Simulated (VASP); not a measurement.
# LiTaBe2N3 (P4mm) in VASP: single point with PBE

Aim: the single point of LiTaBe2N3 with PBE.

All numbers are computed with VASP 6.6.1; they aren't measurements. Logs are shortened: lines on timing, memory, paths and dates and some standing lists are left out, and cuts for length are marked.

### 1 The cell of the first run

It takes space group P4mm (No. 99, tetragonal). The conventional cell has a = 3.675 Å, b = 3.675 Å, c = 4.832 Å, α = 90.00°, β = 90.00°, γ = 90.00°. Li (site symmetry 4mm) has 5 N at 1.84 to 2.10 Å and 4 Be at 2.42 Å within 2.5 Å. Ta (site symmetry 4mm) has 4 N at 2.02 Å and 4 Li at 2.76 Å within 2.8 Å. Within 2.2 Å of Be (site symmetry 2mm) lie 3 N at 1.65 to 1.91 Å. N (site symmetry 2mm) has 1 Be at 1.65 Å and 2 Li at 1.84 Å and 2 Ta at 2.02 Å within 2.2 Å. Within 2.5 Å of N (site symmetry 4mm) lie 4 Be at 1.91 Å and 1 Li at 2.10 Å.

The cell was generated, and may not be a known phase.

### 2 Single point, PBE

Input file INCAR:

```
SYSTEM = LiTaBe2N3
PREC = Accurate ; ENCUT = 750
EDIFF = 1E-6 ; ISMEAR = 0
SIGMA = 0.15 ; LREAL = .FALSE.
LASPH = .TRUE. ; NELM = 120
ALGO = Normal ; ISIF = 2
LWAVE = .FALSE. ; LCHARG = .FALSE.
GGA = PE ; NBANDS = 26
GGA_COMPAT = .FALSE.
```

Input file KPOINTS:

```
regular mesh
0
G
  3 3 3
  0 0 0
```

Input file POSCAR:

```
LiTaBe2N3
1.0
    3.6748318943      0.0000000000      0.0000000000
    0.0000000000      3.6748318943      0.0000000000
    0.0000000000      0.0000000000      4.8317900534
Li Ta Be N
1 1 2 3
Direct
    0.0000000000      0.0000000000      0.0073557981
    0.5000000000      0.5000000000      0.1976829710
    0.5000000000      0.0000000000      0.6816175882
    0.0000000000      0.5000000000      0.6816175882
    0.5000000000      0.0000000000      1.0238532761
    0.0000000000      0.5000000000      1.0238532761
    0.0000000000      0.0000000000      0.5725891822
```

Potentials or basis: VASP PAW PBE potentials, release 64 (Li_sv, Ta_pv, Be, N).

Launch:

```
$ cat potpaw_PBE.64/Li_sv/POTCAR potpaw_PBE.64/Ta_pv/POTCAR potpaw_PBE.64/Be/POTCAR potpaw_PBE.64/N/POTCAR > POTCAR
$ mpirun -np 1 vasp_std > vasp.out
```

OUTCAR:

```text
SYSTEM = LiTaBe2N3
   PREC = Accurate
   ENCUT = 750
   EDIFF = 1E-6
   ISMEAR = 0
   LREAL = .FALSE.
   LASPH = .TRUE.
   NELM = 120
   ISIF = 2
   GGA = PE

 ion  position               nearest neighbor table
   1  0.000  0.000  0.007-   5 1.84   6 1.84   6 1.84   5 1.84   7 2.10   4 2.42   4 2.42   3 2.42
                             3 2.42   2 2.76   2 2.76   2 2.76   2 2.76
   2  0.500  0.500  0.198-   5 2.02   6 2.02   5 2.02   6 2.02   1 2.76   1 2.76   1 2.76   1 2.76
                             3 2.97   4 2.97   3 2.97   4 2.97
   3  0.500  0.000  0.682-   5 1.65   7 1.91   7 1.91   1 2.42   1 2.42   2 2.97   2 2.97
   4  0.000  0.500  0.682-   6 1.65   7 1.91   7 1.91   1 2.42   1 2.42   2 2.97   2 2.97
   5  0.500  0.000  0.024-   3 1.65   1 1.84   1 1.84   2 2.02   2 2.02
   6  0.000  0.500  0.024-   4 1.65   1 1.84   1 1.84   2 2.02   2 2.02
   7  0.000  0.000  0.573-   3 1.91   4 1.91   4 1.91   3 1.91   1 2.10

  LATTYP: Found a simple tetragonal cell.
 ALAT       =     3.6748318943
 C/A-ratio  =     1.3148329481

  Lattice vectors:

 A1 = (   3.6748318943,   0.0000000000,   0.0000000000)
 A2 = (   0.0000000000,   3.6748318943,   0.0000000000)
 A3 = (   0.0000000000,   0.0000000000,   4.8317900534)

Analysis of symmetry for initial positions (statically):
=====================================================================
 Subroutine PRICEL returns:
 Original cell was already a primitive cell.

 Routine SETGRP: Setting up the symmetry group for a
 simple tetragonal supercell.

 Subroutine GETGRP returns: Found  8 space group operations
 (whereof  8 operations were pure point group operations)
 out of a pool of 16 trial point group operations.

The static configuration has the point symmetry C_4v.

Analysis of symmetry for dynamics (positions and initial velocities):
=====================================================================
 Subroutine PRICEL returns:
 Original cell was already a primitive cell.

 Routine SETGRP: Setting up the symmetry group for a
 simple tetragonal supercell.

 Subroutine GETGRP returns: Found  8 space group operations
 (whereof  8 operations were pure point group operations)
 out of a pool of 16 trial point group operations.

The dynamic configuration has the point symmetry C_4v.

 Subroutine INISYM returns: Found  8 space group operations
 (whereof  8 operations are pure point group operations),
 and found     1 'primitive' translations

----------------------------------------------------------------------------------------

                                     Primitive cell

  volume of cell :      65.2504

  direct lattice vectors                    reciprocal lattice vectors
     3.674831894  0.000000000  0.000000000     0.272121291  0.000000000  0.000000000
     0.000000000  3.674831894  0.000000000     0.000000000  0.272121291  0.000000000
     0.000000000  0.000000000  4.831790053     0.000000000  0.000000000  0.206962635

  length of vectors
     3.674831894  3.674831894  4.831790053     0.272121291  0.272121291  0.206962635

  position of ions in fractional coordinates (direct lattice)
     0.000000000  0.000000000  0.007355798
     0.500000000  0.500000000  0.197682971
     0.500000000  0.000000000  0.681617588
     0.000000000  0.500000000  0.681617588
     0.500000000  0.000000000  0.023853276
     0.000000000  0.500000000  0.023853276
     0.000000000  0.000000000  0.572589182

  ion indices of the primitive-cell ions
   primitive index   ion index
                 1           1
                 2           2
                 3           3
                 4           4
                 5           5
                 6           6
                 7           7

----------------------------------------------------------------------------------------

 KPOINTS: regular mesh

Automatic generation of k-mesh.
 Grid dimensions read from file:
 generate k-points for:    3    3    3

 Generating k-lattice:

  Cartesian coordinates                     Fractional coordinates (reciprocal lattice)
     0.090707097  0.000000000  0.000000000     0.333333333  0.000000000  0.000000000
     0.000000000  0.090707097  0.000000000     0.000000000  0.333333333  0.000000000
     0.000000000  0.000000000  0.068987545     0.000000000  0.000000000  0.333333333

  Length of vectors
     0.090707097  0.090707097  0.068987545

  Shift w.r.t. Gamma in fractional coordinates (k-lattice)
     0.000000000  0.000000000  0.000000000

 Subroutine IBZKPT returns following result:
 ===========================================

 Found      6 irreducible k-points:

 Following reciprocal coordinates:
            Coordinates               Weight
  0.000000  0.000000  0.000000      1.000000
  0.333333  0.000000  0.000000      4.000000
  0.333333  0.333333  0.000000      4.000000
  0.000000  0.000000  0.333333      2.000000
  0.333333  0.000000  0.333333      8.000000
  0.333333  0.333333  0.333333      8.000000
   k-points           NKPTS =      6   k-points in BZ     NKDIM =      6   number of bands    NBANDS=     26
   number of dos      NEDOS =    301   number of ions     NIONS =      7
   total plane-waves  NPLWV =  62208
   dimension x,y,z NGX =    36 NGY =   36 NGZ =   48
   dimension x,y,z NGXF=    72 NGYF=   72 NGZF=   96
   ions per type =               1   1   2   3
   NGX,Y,Z   is equivalent  to a cutoff of  16.29, 16.29, 16.52 a.u.
   NGXF,Y,Z  is equivalent  to a cutoff of  32.57, 32.57, 33.03 a.u.
 SYSTEM =  LiTaBe2N3
   PREC   = accura    normal or accurate (medium, high low for compatibility)
   ISTART =      0    job   : 0-new  1-cont  2-samecut
   ICHARG =      2    charge: 1-file 2-atom 10-const
   ISPIN  =      1    spin polarized calculation?
   LNONCOLLINEAR =      F non collinear calculations
   LSORBIT =      F    spin-orbit coupling
   LASPH  =      T    aspherical Exc in radial PAW
   ENCUT  =  750.0 eV  55.12 Ry    7.42 a.u.   8.21  8.21 10.79*2*pi/ulx,y,z
   NELM   =    120;   NELMIN=  2; NELMDL= -5     # of ELM steps
   EDIFF  = 0.1E-05   stopping-criterion for ELM
   LREAL  =      F    real-space projection
   EDIFFG = 0.1E-04   stopping-criterion for IOM
   NSW    =      0    number of steps for IOM
   IBRION =     -1    ionic relax: 0-MD 1-quasi-New 2-CG
   NFREE  =      0    steps in history (QN), initial steepest desc. (CG)
   ISIF   =      2    stress and relaxation
   ISYM   =      2    0-nonsym 1-usesym 2-fastsym
   POTIM  = 0.5000    time-step for ionic-motion
   TEBEG  =    0.0;   TEEND  =   0.0 temperature during run
   PSTRESS=    0.0 pullay stress
   NELECT =      33.0000    total number of electrons
   NUPDOWN=      -1.0000    fix difference up-down
   EMIN   =  10.00;   EMAX   =-10.00  energy-range for DOS
   EFERMI =   0.00;   METHOD = LEGACY
   ISMEAR =     0;   SIGMA  =   0.15  broadening in eV -4-tet -1-fermi 0-gaus
   EFERMI_NEDOS =   21; number of points for ismear=-14 and -15
   IALGO  =     38    algorithm
   IMIX   =      4    mixing-type and parameters
     AMIX     =   0.40;   BMIX     =  1.00
     AMIX_MAG =   1.60;   BMIX_MAG =  1.00
  volume/ion in A,a.u.               =       9.32        62.90
  Fermi-wavevector in a.u.,A,eV,Ry     =   1.304323  2.464813 23.147026  1.701258
  Thomas-Fermi vector in A             =   2.435266
   LORBIT       =      0    0 simple, 1 ext, 2 COOP (PROOUT), +10 PAW based schemes
   GGA     = PE    functional components
   LHFCALC =     F    Hartree Fock is set to
   AEXX    =    0.0000 exact exchange contribution
   IVDW    =     0    specifies the selected vdW correction
   LEPSILON=     F    determine dielectric tensor
   LRPA    =     F    only Hartree local field effects (RPA)
 non-spin polarized calculation
 Gauss-broadening in eV      SIGMA  =   0.15
  energy-cutoff  :      750.00
  volume of cell :       65.25
 maximum number of plane-waves:      3081
 NGX is ok and might be reduce to    36
   NGX = 17   NGY = 17   NGZ = 21

 number of electron      32.9999997 magnetization

 Free energy of the ion-electron system (eV)
  ---------------------------------------------------
  ext. energy  EPLUGINS =         0.00000000
  ---------------------------------------------------
  free energy    TOTEN  =       -48.44115501 eV

  energy without entropy =      -48.42175349  energy(sigma->0) =      -48.43145425

 E-fermi :   5.5139     XC(G=0): -11.2826

 val. band max:        5.4106371077   @ k =   0.3333   0.3333   0.0000
 cond. band min:       5.8388557845   @ k =   0.3333   0.0000   0.0000
 fundamental gap:      0.4282186768
 Fermi energy:         5.5138501427

 k-point     1 :       0.0000    0.0000    0.0000
  band No.  band energies     occupation
      1     -38.0424      2.00000
      2     -29.9307      2.00000
      3     -29.8228      2.00000
      4     -29.8228      2.00000
      5     -10.3423      2.00000
      6      -8.1894      2.00000
[... 18 lines left out ...]
     25      13.7712      0.00000
     26      13.9091      0.00000

 k-point     2 :       0.3333    0.0000    0.0000
  band No.  band energies     occupation
      1     -38.0414      2.00000
      2     -29.9260      2.00000
      3     -29.9033      2.00000
      4     -29.8175      2.00000
      5      -9.7327      2.00000
      6      -8.6423      2.00000
[... 18 lines left out ...]
     25      13.2198      0.00000
     26      15.0874      0.00000

 k-point     3 :       0.3333    0.3333    0.0000
  band No.  band energies     occupation
      1     -38.0391      2.00000
      2     -29.9216      2.00000
      3     -29.9022      2.00000
      4     -29.8971      2.00000
      5      -9.1883      2.00000
      6      -8.3805      2.00000
[... 18 lines left out ...]
     25      14.0999      0.00000
     26      14.9752      0.00000

 k-point     4 :       0.0000    0.0000    0.3333
  band No.  band energies     occupation
      1     -38.0423      2.00000
      2     -29.9322      2.00000
      3     -29.8226      2.00000
      4     -29.8226      2.00000
      5     -10.0687      2.00000
      6      -8.6833      2.00000
[... 18 lines left out ...]
     25      12.3421      0.00000
     26      13.6530      0.00000

 k-point     5 :       0.3333    0.0000    0.3333
  band No.  band energies     occupation
      1     -38.0414      2.00000
      2     -29.9274      2.00000
      3     -29.9032      2.00000
      4     -29.8174      2.00000
      5      -9.5641      2.00000
      6      -8.7648      2.00000
[... 18 lines left out ...]
     25      13.2671      0.00000
     26      14.3043      0.00000

 k-point     6 :       0.3333    0.3333    0.3333
  band No.  band energies     occupation
      1     -38.0391      2.00000
      2     -29.9229      2.00000
      3     -29.9021      2.00000
      4     -29.8973      2.00000
      5      -9.0853      2.00000
      6      -8.4420      2.00000
[... 18 lines left out ...]
     25      13.4549      0.00000
     26      14.5751      0.00000

------------------------ aborting loop because EDIFF is reached ----------------------------------------

  FORCE on cell =-STRESS in cart. coord.  units (eV):
  Direction    XX          YY          ZZ          XY          YZ          ZX
  --------------------------------------------------------------------------------------
  -------------------------------------------------------------------------------------
  Total        0.1785065      0.1785065      0.2422268      0.0000000      0.0000000      0.0000000
  in kB        4.3831014      4.3831014      5.9477086      0.0000000      0.0000000      0.0000000
  external PRESSURE =       4.9046371 kB  Pullay stress =       0.0000000 kB

 VOLUME and BASIS-vectors are now :
 -----------------------------------------------------------------------------
  energy-cutoff  :      750.00
  volume of cell :       65.25
      direct lattice vectors                 reciprocal lattice vectors
     3.674831894  0.000000000  0.000000000     0.272121291  0.000000000  0.000000000
     0.000000000  3.674831894  0.000000000     0.000000000  0.272121291  0.000000000
     0.000000000  0.000000000  4.831790053     0.000000000  0.000000000  0.206962635

 POSITION                                       TOTAL-FORCE (eV/Angst)
 -----------------------------------------------------------------------------------
      0.00000      0.00000      0.03554         0.000000      0.000000     -0.027455
      1.83742      1.83742      0.95516        -0.000000     -0.000000      0.125771
      1.83742      0.00000      3.29343        -0.000000      0.000000     -0.019463
      0.00000      1.83742      3.29343        -0.000000      0.000000     -0.019463
      1.83742      0.00000      0.11525        -0.000000      0.000000     -0.036579
      0.00000      1.83742      0.11525        -0.000000      0.000000     -0.036579
      0.00000      0.00000      2.76663        -0.000000      0.000000      0.013768
 -----------------------------------------------------------------------------------
    total drift:                                0.000000      0.000000      0.000039

  FREE ENERGIE OF THE ION-ELECTRON SYSTEM (eV)
  ---------------------------------------------------
  free  energy   TOTEN  =       -48.4411550147 eV

  energy  without entropy=      -48.4217534866  energy(sigma->0) =      -48.43145425
```

Run time: 26 s. Hardware: 1 thread of AMD EPYC 7R43 (Zen 3), shared host; peak memory 0.21 GiB.

Results:

- Free energy: -48.4412 eV
- Pressure: 0.5 GPa
- Largest force: 0.126 eV/Å
- Band gap on the k mesh: zero (an odd number of electrons rules out a gap without spin polarisation)

Forces in eV/Å, atoms in the order of the input:
```
Li   0.000  0.000 -0.027
Ta   0.000  0.000  0.126
Be   0.000  0.000 -0.019
Be   0.000  0.000 -0.019
N    0.000  0.000 -0.037
N    0.000  0.000 -0.037
N    0.000  0.000  0.014
```

Caveat: the k points lie up to 0.57 Å⁻¹ apart, too coarse for converged energies and pressures of a metal; spin-orbit coupling is left out, which moves the levels of the heavy elements.

The gap in the log of VASP goes by the Fermi energy; the results here count the filled bands.